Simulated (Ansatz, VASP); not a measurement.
Given: the input of a run of VASP 6.6.1 on C.

POSCAR

```
C
1.0
    0.0000000000      1.7951807415      1.7951807415
    1.7951807415      0.0000000000      1.7951807415
    1.7951807415      1.7951807415      0.0000000000
C
2
Direct
    0.7500000000      0.7500000000      0.7500000000
    0.5000000000      0.5000000000      0.5000000000
```

Contents of INCAR.step1:

```
PREC     = Accurate       # precision mode
ENCUT    = 520            # plane-wave cutoff, eV
EDIFF    = 1E-5           # SCF threshold, eV
ISMEAR   = -1             # smearing method
SIGMA    = 0.05           # smearing width, eV
LREAL    = False          # projectors in reciprocal space
LASPH    = True           # aspherical terms in the spheres
NELM     = 80             # most SCF steps
ALGO     = Normal         # electronic algorithm
ISIF     = 2              # what is computed and relaxed
LWAVE    = True           # write WAVECAR
LCHARG   = False          # write CHGCAR
GGA      = PE             # functional
NBANDS   = 11             # bands
```

The input INCAR.step2:

```
PREC     = Accurate       # precision mode
ENCUT    = 520            # plane-wave cutoff, eV
EDIFF    = 1E-6           # SCF threshold, eV
ISMEAR   = -1             # smearing method
SIGMA    = 0.05           # smearing width, eV
LREAL    = False          # projectors in reciprocal space
LASPH    = True           # aspherical terms in the spheres
NELM     = 80             # most SCF steps
ALGO     = Normal         # electronic algorithm
ISIF     = 2              # what is computed and relaxed
LWAVE    = False          # write WAVECAR
LCHARG   = False          # write CHGCAR
METAGGA  = R2SCAN         # meta-GGA
LHFCALC  = True           # exact exchange
AEXX     = 0.5            # exact-exchange fraction
LMIXTAU  = True         
PRECFOCK = Normal       
ISTART   = 1            
NBANDS   = 11             # bands
```

The input KPOINTS:

```
regular mesh
0
Gamma
  7 7 7
```

Potentials or basis: VASP PAW PBE potentials, release 64 (C).

Run with:

```console
$ cat potpaw_PBE.64/C/POTCAR > POTCAR
$ cp INCAR.step1 INCAR
$ mpirun -np 1 vasp_std > vasp.out
$ cp INCAR.step2 INCAR
$ mpirun -np 1 vasp_std > vasp.out
```

**Question.** Set up the same calculation for Ansatz 0.2.0. Potentials there: Ansatz PAW.

**Answer.** As run (the cutoff follows the program's own potentials):

The input input.yaml:

```yaml
crystal:
  lattice:
    - [0.0, 1.7951807415, 1.7951807415]
    - [1.7951807415, 0.0, 1.7951807415]
    - [1.7951807415, 1.7951807415, 0.0]
  atoms:
    - { symbol: C, position: [0.75, 0.75, 0.75] }
    - { symbol: C, position: [0.5, 0.5, 0.5] }
hamiltonian:
  xc: r2scan50
  pseudopotentials: { kind: paw }
kpoints:
  mp_grid: { grid: [7, 7, 7] }
scf:
  occupations: { method: fermi_dirac, width: 0.05 }
output:
  forces: true
  stress: true
  eigenvalues: true
```

Potentials or basis: Ansatz PAW.

Run with:

```sh
$ ansatz run input.yaml --threads 2 --pin off --max-ram 5632MiB --backend cpu --events-out ev --progress --plain --runs-dir out
```

Both were run:

|  | VASP | Ansatz | Ansatz less VASP |
| --- | --- | --- | --- |
| gap on the k mesh at the Fermi level (eV) | 8.06 | 8.05 | -0.017 |
| least direct gap on the mesh (eV) | 9.81 | 9.80 | -0.011 |
| pressure (GPa) | -25.6 | -26.4 | -0.78 |

VASP's potentials were made for PBE, not for r2SCAN50.

The k mesh is coarse, so the values compare programs but aren't converged. Noted on Ansatz's run: odd divisions of the mesh miss points on the zone boundary, where band edges often lie, so the gap on the mesh can be too wide.
